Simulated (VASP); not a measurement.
# Pb (C2/m) in VASP: further runs, part 2 of 2

VASP 6.6.1. The steps go on from the part before.

## Step 3: Single point, PBE0

This run uses another cell than the first one, of 31.77 Å³/atom.

File POSCAR:

```
Pb
1.0
    3.0182128647     -1.7385724922      0.0000000000
    3.0182128647      1.7385724922      0.0000000000
   -2.1012644739      0.0000000000      6.0543160853
Pb
2
Direct
    0.9085084100      0.9085084100      0.7262922000
    0.0914915900      0.0914915900      0.2737078000
```

File INCAR.step1:

```
SYSTEM = Pb
PREC     = Accurate       ! precision mode
ENCUT    = 520            ! plane-wave cutoff, eV
EDIFF    = 1E-5           ! SCF threshold, eV
ISMEAR   = -1             ! smearing method
SIGMA    = 0.05           ! smearing width, eV
LREAL    = .FALSE.        ! projectors in reciprocal space
LASPH    = .TRUE.         ! aspherical terms in the spheres
NELM     = 80             ! most SCF steps
ALGO     = Normal         ! electronic algorithm
ISIF     = 2              ! what is computed and relaxed
LWAVE    = .TRUE.         ! write WAVECAR
LCHARG   = .FALSE.        ! write CHGCAR
NBANDS   = 21             ! bands
GGA      = PE             ! functional
```

File INCAR.step2:

```
SYSTEM = Pb
PREC     = Accurate       ! precision mode
ENCUT    = 520            ! plane-wave cutoff, eV
EDIFF    = 1E-6           ! SCF threshold, eV
ISMEAR   = -1             ! smearing method
SIGMA    = 0.05           ! smearing width, eV
LREAL    = .FALSE.        ! projectors in reciprocal space
LASPH    = .TRUE.         ! aspherical terms in the spheres
NELM     = 80             ! most SCF steps
ALGO     = Normal         ! electronic algorithm
ISIF     = 2              ! what is computed and relaxed
LWAVE    = .FALSE.        ! write WAVECAR
LCHARG   = .FALSE.        ! write CHGCAR
GGA      = PE             ! functional
LHFCALC  = .TRUE.         ! exact exchange
AEXX     = 0.25           ! exact-exchange fraction
PRECFOCK = Normal       
NBANDS   = 21             ! bands
ISTART   = 1
```

File KPOINTS:

```
regular mesh
0
G
  4 4 2
  0 0 0
```

Potentials or basis: VASP PAW PBE potentials, release 64 (Pb_d).

Started as:

```console
$ cat potpaw_PBE.64/Pb_d/POTCAR > POTCAR
$ cp INCAR.step1 INCAR
$ mpirun -np 1 vasp_std > vasp.out
$ cp INCAR.step2 INCAR
$ mpirun -np 1 vasp_std > vasp.out
```

OUTCAR:

```text
SYSTEM = Pb
   PREC = Accurate
   ENCUT = 520
   EDIFF = 1E-6
   ISMEAR = -1
   LREAL = .FALSE.
   LASPH = .TRUE.
   NELM = 80
   ISIF = 2
   GGA = PE
   LHFCALC = .TRUE.
   AEXX = 0.25
   PRECFOCK = Normal
   ISTART = 1

 ion  position               nearest neighbor table
   1  0.909  0.909  0.726-   2 3.31   2 3.38   2 3.38   2 3.43
   2  0.091  0.091  0.274-   1 3.31   1 3.38   1 3.38   1 3.43

  LATTYP: Found a base centered monoclinic cell.
 ALAT       =     6.0364257294
[... 525 lines left out ...]

  FORCE on cell =-STRESS in cart. coord.  units (eV):
  Direction    XX          YY          ZZ          XY          YZ          ZX
  --------------------------------------------------------------------------------------
  -------------------------------------------------------------------------------------
  Total        1.4280095     -0.2044239     -0.8876156      0.0000000      0.0000000     -0.7696361
  in kB       36.0084079     -5.1547139    -22.3819420      0.0000000      0.0000000    -19.4069923
  external PRESSURE =       2.8239173 kB  Pullay stress =       0.0000000 kB

 VOLUME and BASIS-vectors are now :
 -----------------------------------------------------------------------------
  energy-cutoff  :      520.00
  volume of cell :       63.54
      direct lattice vectors                 reciprocal lattice vectors
     3.018212865 -1.738572492  0.000000000     0.165660947 -0.287592264  0.057495753
     3.018212865  1.738572492  0.000000000     0.165660947  0.287592264  0.057495753
    -2.101264474  0.000000000  6.054316085     0.000000000  0.000000000  0.165171422

 POSITION                                       TOTAL-FORCE (eV/Angst)
 -----------------------------------------------------------------------------------
      3.95801      0.00000      4.39720        -0.019956      0.000000     -0.308263
     -0.02285      0.00000      1.65711         0.019956      0.000000      0.308263
 -----------------------------------------------------------------------------------
    total drift:                                0.000000     -0.000001      0.000000

  FREE ENERGIE OF THE ION-ELECTRON SYSTEM (eV)
  ---------------------------------------------------
  free  energy   TOTEN  =        -8.8908932986 eV

  energy  without entropy=       -8.8865039438  energy(sigma->0) =       -8.88869862
```

OSZICAR.step1:

```text
N       E                     dE             d eps       ncg     rms          rms(c)
DAV:   1     0.290706815704E+03    0.29071E+03   -0.14213E+04   588   0.159E+03
DAV:   2     0.149609261452E+02   -0.27575E+03   -0.26969E+03   598   0.405E+02
DAV:   3    -0.608984247005E+01   -0.21051E+02   -0.20845E+02   706   0.138E+02
DAV:   4    -0.677284439431E+01   -0.68300E+00   -0.68182E+00   722   0.281E+01
DAV:   5    -0.680397086855E+01   -0.31126E-01   -0.31125E-01   755   0.553E+00    0.849E-01
DAV:   6    -0.677420431398E+01    0.29767E-01   -0.54397E-02   731   0.263E+00    0.443E-01
DAV:   7    -0.676809140251E+01    0.61129E-02   -0.23057E-02   746   0.172E+00    0.163E-01
DAV:   8    -0.676793121075E+01    0.16019E-03   -0.19307E-03   768   0.438E-01    0.269E-02
DAV:   9    -0.676794272428E+01   -0.11514E-04   -0.15630E-04   722   0.107E-01    0.128E-02
DAV:  10    -0.676794356567E+01   -0.84139E-06   -0.26390E-05   548   0.656E-02
   1 F= -.67679436E+01 E0= -.67604214E+01  d E =-.150443E-01
```

It took 29 min on 1 thread of Intel Xeon 8259CL, shared host; peak memory 0.21 GiB.

Results:

```yaml
Free_energy: -8.8909 eV
Pressure: 0.3 GPa
Largest_force: 0.309 eV/Å
Band_gap_on_the_k_mesh: zero (bands 14 and 15 overlap by 8.81 eV)
```

Forces in eV/Å, atoms in the order of the input:
```
Pb  -0.020  0.000 -0.308
Pb   0.020  0.000  0.308
```

Caveat: the k points lie up to 0.53 Å⁻¹ apart, too coarse for converged energies and pressures of a metal; the PAW data sets were made with another functional, which shifts forces and pressure a little; spin-orbit coupling is left out, which moves the levels of the heavy elements.
